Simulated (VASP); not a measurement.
# Al (P6_3/mmc) in VASP: a series of runs, part 2 of 2

VASP 6.6.1. The steps go on from the part before.

## Step 4: Single point, PBE

This run uses another cell than the first one, of 16.63 Å³/atom, 1.040 times its volume.

The input, INCAR:

```
SYSTEM = Al
ALGO     = Normal         ! electronic algorithm
EDIFF    = 1E-6           ! SCF threshold, eV
ENCUT    = 520            ! plane-wave cutoff, eV
GGA      = PE             ! functional
ISIF     = 2              ! what is computed and relaxed
ISMEAR   = -1             ! smearing method
LASPH    = .TRUE.         ! aspherical terms in the spheres
LCHARG   = .FALSE.        ! write CHGCAR
LREAL    = .FALSE.        ! projectors in reciprocal space
LWAVE    = .FALSE.        ! write WAVECAR
NBANDS   = 10             ! bands
NELM     = 60             ! most SCF steps
PREC     = Accurate       ! precision mode
SIGMA    = 0.05           ! smearing width, eV
```

The input, KPOINTS:

```
k-points
0
G
  11 11 6
  0 0 0
```

The input, POSCAR:

```
Al
1.0
    2.8537372258      0.0000000000      0.0000000000
   -1.4268686129      2.4714089333      0.0000000000
    0.0000000000      0.0000000000      4.7170995507
Al
2
Direct
    0.3333333333      0.6666666667      0.2500000000
    0.6666666667      0.3333333333      0.7500000000
```

Potentials or basis: VASP PAW PBE potentials, release 64 (Al).

Started as:

```console
cat potpaw_PBE.64/Al/POTCAR > POTCAR
mpirun -np 1 vasp_std > vasp.out
```

OUTCAR:

```text
SYSTEM = Al
   EDIFF = 1E-6
   ENCUT = 520
   GGA = PE
   ISIF = 2
   ISMEAR = -1
   LASPH = .TRUE.
   LREAL = .FALSE.
   NELM = 60
   PREC = Accurate

 ion  position               nearest neighbor table
   1  0.333  0.667  0.250-   2 2.88   2 2.88   2 2.88   2 2.88   2 2.88   2 2.88
   2  0.667  0.333  0.750-   1 2.88   1 2.88   1 2.88   1 2.88   1 2.88   1 2.88

  LATTYP: Found a hexagonal cell.
 ALAT       =     2.8537372258
 C/A-ratio  =     1.6529551173

  Lattice vectors:

 A1 = (   2.8537372258,   0.0000000000,   0.0000000000)
 A2 = (  -1.4268686129,   2.4714089333,   0.0000000000)
 A3 = (   0.0000000000,   0.0000000000,   4.7170995507)

Analysis of symmetry for initial positions (statically):
=====================================================================
 Subroutine PRICEL returns:
 Original cell was already a primitive cell.

 Routine SETGRP: Setting up the symmetry group for a
 hexagonal supercell.

 Subroutine GETGRP returns: Found 24 space group operations
 (whereof 12 operations were pure point group operations)
 out of a pool of 24 trial point group operations.

The static configuration has the point symmetry D_3d.
 The point group associated with its full space group is D_6h.

Analysis of symmetry for dynamics (positions and initial velocities):
=====================================================================
 Subroutine PRICEL returns:
 Original cell was already a primitive cell.

 Routine SETGRP: Setting up the symmetry group for a
 hexagonal supercell.

 Subroutine GETGRP returns: Found 24 space group operations
 (whereof 12 operations were pure point group operations)
 out of a pool of 24 trial point group operations.

The dynamic configuration has the point symmetry D_3d.
 The point group associated with its full space group is D_6h.

 Subroutine INISYM returns: Found 24 space group operations
 (whereof 12 operations are pure point group operations),
 and found     1 'primitive' translations

----------------------------------------------------------------------------------------

                                     Primitive cell

  volume of cell :      33.2685

  direct lattice vectors                    reciprocal lattice vectors
     2.853737226  0.000000000  0.000000000     0.350417688  0.202313746  0.000000000
    -1.426868613  2.471408933  0.000000000     0.000000000  0.404627493  0.000000000
     0.000000000  0.000000000  4.717099551     0.000000000  0.000000000  0.211994678

  length of vectors
     2.853737226  2.853737226  4.717099551     0.404627493  0.404627493  0.211994678

  position of ions in fractional coordinates (direct lattice)
     0.333333333  0.666666667  0.250000000
     0.666666667  0.333333333  0.750000000

  ion indices of the primitive-cell ions
   primitive index   ion index
                 1           1
                 2           2

----------------------------------------------------------------------------------------

 KPOINTS: k-points

Automatic generation of k-mesh.
 Grid dimensions read from file:
 generate k-points for:   11   11    6

 Generating k-lattice:

  Cartesian coordinates                     Fractional coordinates (reciprocal lattice)
     0.031856153  0.018392159  0.000000000     0.090909091  0.000000000  0.000000000
     0.000000000  0.036784318  0.000000000     0.000000000  0.090909091  0.000000000
     0.000000000  0.000000000  0.035332446     0.000000000  0.000000000  0.166666667

  Length of vectors
     0.036784318  0.036784318  0.035332446

  Shift w.r.t. Gamma in fractional coordinates (k-lattice)
     0.000000000  0.000000000  0.000000000

 Subroutine IBZKPT returns following result:
 ===========================================

 Found     64 irreducible k-points:

 Following reciprocal coordinates:
            Coordinates               Weight
  0.000000  0.000000  0.000000      1.000000
  0.090909  0.000000  0.000000      6.000000
  0.181818 -0.000000  0.000000      6.000000
  0.272727  0.000000  0.000000      6.000000
  0.363636 -0.000000  0.000000      6.000000
  0.454545 -0.000000  0.000000      6.000000
[... 16 lines left out ...]
  0.090909  0.090909  0.166667     12.000000
  0.181818  0.090909  0.166667     24.000000
 [... further k-points ...]
   k-points           NKPTS =     64   k-points in BZ     NKDIM =     64   number of bands    NBANDS=     10
   number of dos      NEDOS =    301   number of ions     NIONS =      2
   total plane-waves  NPLWV =  20736
   dimension x,y,z NGX =    24 NGY =   24 NGZ =   36
   dimension x,y,z NGXF=    48 NGYF=   48 NGZF=   72
   ions per type =               2
   NGX,Y,Z   is equivalent  to a cutoff of  13.98, 13.98, 12.69 a.u.
   NGXF,Y,Z  is equivalent  to a cutoff of  27.96, 27.96, 25.38 a.u.
 SYSTEM =  Al
   PREC   = accura    normal or accurate (medium, high low for compatibility)
   ISTART =      0    job   : 0-new  1-cont  2-samecut
   ICHARG =      2    charge: 1-file 2-atom 10-const
   ISPIN  =      1    spin polarized calculation?
   LNONCOLLINEAR =      F non collinear calculations
   LSORBIT =      F    spin-orbit coupling
   LASPH  =      T    aspherical Exc in radial PAW
   ENCUT  =  520.0 eV  38.22 Ry    6.18 a.u.   5.31  5.31  8.77*2*pi/ulx,y,z
   NELM   =     60;   NELMIN=  2; NELMDL= -5     # of ELM steps
   EDIFF  = 0.1E-05   stopping-criterion for ELM
   LREAL  =      F    real-space projection
   EDIFFG = 0.1E-04   stopping-criterion for IOM
   NSW    =      0    number of steps for IOM
   IBRION =     -1    ionic relax: 0-MD 1-quasi-New 2-CG
   NFREE  =      0    steps in history (QN), initial steepest desc. (CG)
   ISIF   =      2    stress and relaxation
   ISYM   =      2    0-nonsym 1-usesym 2-fastsym
   POTIM  = 0.5000    time-step for ionic-motion
   TEBEG  =    0.0;   TEEND  =   0.0 temperature during run
   PSTRESS=    0.0 pullay stress
   NELECT =       6.0000    total number of electrons
   NUPDOWN=      -1.0000    fix difference up-down
   EMIN   =  10.00;   EMAX   =-10.00  energy-range for DOS
[... 5 lines left out ...]
     AMIX     =   0.40;   BMIX     =  1.00
     AMIX_MAG =   1.60;   BMIX_MAG =  1.00
  volume/ion in A,a.u.               =      16.63       112.25
  Fermi-wavevector in a.u.,A,eV,Ry     =   0.924941  1.747885 11.640000  0.855516
  Thomas-Fermi vector in A             =   2.050741
   LORBIT       =      0    0 simple, 1 ext, 2 COOP (PROOUT), +10 PAW based schemes
   GGA     = PE    functional components
   LHFCALC =     F    Hartree Fock is set to
   AEXX    =    0.0000 exact exchange contribution
   IVDW    =     0    specifies the selected vdW correction
   LEPSILON=     F    determine dielectric tensor
   LRPA    =     F    only Hartree local field effects (RPA)
 non-spin polarized calculation
  energy-cutoff  :      520.00
  volume of cell :       33.27
 maximum number of plane-waves:       912
 NGX is ok and might be reduce to    24
   NGX = 11   NGY = 11   NGZ = 17

 number of electron       6.0000000 magnetization

 Free energy of the ion-electron system (eV)
  ---------------------------------------------------
  ext. energy  EPLUGINS =         0.00000000
  ---------------------------------------------------
  free energy    TOTEN  =        -7.45455525 eV

  energy without entropy =       -7.44931524  energy(sigma->0) =       -7.45193524

 E-fermi :   7.9219     XC(G=0): -10.1688

 val. band max:        7.8929883527   @ k =   0.3636   0.2727   0.5000
 cond. band min:       7.9327946545   @ k =   0.3636  -0.0000   0.5000
 fundamental gap:      0.0398063018
 Fermi energy:         7.9219453808

 k-point     1 :       0.0000    0.0000    0.0000
  band No.  band energies     occupation
      1      -3.1651      2.00000
      2       3.2943      2.00000
      3       3.3962      2.00000
      4      18.6138      0.00000
      5      18.6138      0.00000
      6      19.0061      0.00000
      7      19.0061      0.00000
      8      19.8242      0.00000
      9      21.7430      0.00000
     10      22.0046      0.00000

 k-point     2 :       0.0909    0.0000    0.0000
  band No.  band energies     occupation
      1      -2.9649      2.00000
      2       3.4805      2.00000
      3       3.5919      2.00000
      4      15.7412      0.00000
      5      17.0774      0.00000
      6      18.3708      0.00000
      7      20.6293      0.00000
      8      20.8801      0.00000
      9      21.2808      0.00000
     10      21.7552      0.00000
[... 274 lines left out ...]
 k-point    24 :       0.1818    0.0909    0.1667
  band No.  band energies     occupation
      1      -1.5871      2.00000
      2       2.7334      2.00000
      3       6.9184      2.00000
      4      11.1004      0.00000
      5      13.0280      0.00000
      6      15.1772      0.00000
      7      17.0276      0.00000
      8      18.5433      0.00000
      9      18.9463      0.00000
     10      20.3425      0.00000

 [... further k-points ...]
[... 5 lines left out ...]
  --------------------------------------------------------------------------------------
  -------------------------------------------------------------------------------------
  Total       -0.0034712     -0.0034712     -0.0122008      0.0000000     -0.0000000      0.0000000
  in kB       -0.1671699     -0.1671699     -0.5875766      0.0000000     -0.0000000      0.0000000
  external PRESSURE =      -0.3073055 kB  Pullay stress =       0.0000000 kB

 VOLUME and BASIS-vectors are now :
 -----------------------------------------------------------------------------
  energy-cutoff  :      520.00
  volume of cell :       33.27
      direct lattice vectors                 reciprocal lattice vectors
     2.853737226  0.000000000  0.000000000     0.350417688  0.202313746  0.000000000
    -1.426868613  2.471408933  0.000000000     0.000000000  0.404627493  0.000000000
     0.000000000  0.000000000  4.717099551     0.000000000  0.000000000  0.211994678

 POSITION                                       TOTAL-FORCE (eV/Angst)
 -----------------------------------------------------------------------------------
     -0.00000      1.64761      1.17927         0.000000     -0.000000      0.000000
      1.42687      0.82380      3.53782        -0.000000      0.000000      0.000000
 -----------------------------------------------------------------------------------
    total drift:                               -0.000000      0.000000     -0.000000

  FREE ENERGIE OF THE ION-ELECTRON SYSTEM (eV)
  ---------------------------------------------------
  free  energy   TOTEN  =        -7.4545552488 eV

  energy  without entropy=       -7.4493152378  energy(sigma->0) =       -7.45193524
```

Run time: 10 s. Hardware: 1 thread of AMD EPYC 9R45 (Zen 5), shared host; peak memory 0.12 GiB.

What came out:

```
Free energy            : -7.4546 eV
Pressure               : 0.0 GPa
Band gap on the k mesh : zero (band 3 reaches 11.85 eV, above the bottom of band 4 at 4.88 eV)
```

## Step 5: Overview

```tsv
level	cell	gap on the mesh (eV)	pressure (GPa)
PBE+D3(BJ)	a = 2.817, b = 2.817, c = 4.656 Å, angles 90.0, 90.0, 120.0°, 2 atoms	none	-0.4
PBE+D4	a = 2.815, b = 2.815, c = 4.654 Å, angles 90.0, 90.0, 120.0°, 2 atoms	none	-0.1
PBE	a = 2.854, b = 2.854, c = 4.717 Å, angles 90.0, 90.0, 120.0°, 2 atoms	none	0.0
```

Alike in all rows: task single point; potentials or basis VASP PAW PBE potentials, release 64 (Al); no spin polarisation; k mesh 11 × 11 × 6; cutoff (eV) 520; smearing fermi-dirac 0.05 eV.

Caveats: pairwise dispersion overbinds metals, which lowers pressure and volume (some runs); three body term missing (some runs).

Total energies depend on the potentials used, so only differences within one code and one set of settings carry meaning.
